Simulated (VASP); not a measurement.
Set up this calculation in VASP 6.6.1, as the native input.

* Task: single point
* Functional: PBE
* Potentials or basis: VASP PAW PBE potentials, release 64 (Zn, Ga_d, Si)
* Cutoff: 520 eV
* k mesh: 6 × 6 × 3
* Occupations: gaussian, width 0.0208 eV
* Spin: no spin polarisation
* Dipole correction: no
* Further INCAR settings: ALGO = Normal; EDIFF = 1e-06; NBANDS = 38

The structure of ZnGaSi lies in POSCAR:

```
ZnGaSi
1.0
    3.2040430000      0.0000000000      0.0000000000
    0.0000000000      3.2040430000      0.0000000000
    0.0000000000      0.0000000000      8.0788180000
Zn Ga Si
2 2 2
Direct
    0.7500000000      0.7500000000      0.7306300000
    0.2500000000      0.2500000000      0.2693700000
    0.2500000000      0.2500000000      0.9146000000
    0.7500000000      0.7500000000      0.0854000000
    0.7500000000      0.7500000000      0.4152000000
    0.2500000000      0.2500000000      0.5848000000
```

The input as run:

INCAR

```
PREC = Accurate
ENCUT = 520
EDIFF = 1E-6
ISMEAR = 0
SIGMA = 0.0208
LREAL = F
LASPH = T
NELM = 100
ALGO = Normal
ISIF = 2
LWAVE = F
LCHARG = F
GGA = PE
NBANDS = 38
```

KPOINTS

```
Automatic mesh
0
Gamma
  6 6 3
```

Potentials or basis: VASP PAW PBE potentials, release 64 (Zn, Ga_d, Si).

Launch:

```sh
$ cat potpaw_PBE.64/Zn/POTCAR potpaw_PBE.64/Ga_d/POTCAR potpaw_PBE.64/Si/POTCAR > POTCAR
$ mpirun -np 1 vasp_std > vasp.out
```

It gave:

```
Pressure               : 19.7 GPa
Largest force          : 1.045 eV/Å
Band gap on the k mesh : zero (band 29 reaches 10.72 eV, above the bottom of band 30 at 4.94 eV)
```

Caveat: forces of over 1 eV/Å act on the atoms, so gaps and moduli don't describe the material at rest.

Wall time 42 s on 1 thread of Intel(R) Xeon(R) Platinum 8259CL CPU @ 2.50GHz (Skylake/Cascade Lake), on a shared host, peak memory 0.21 GiB.
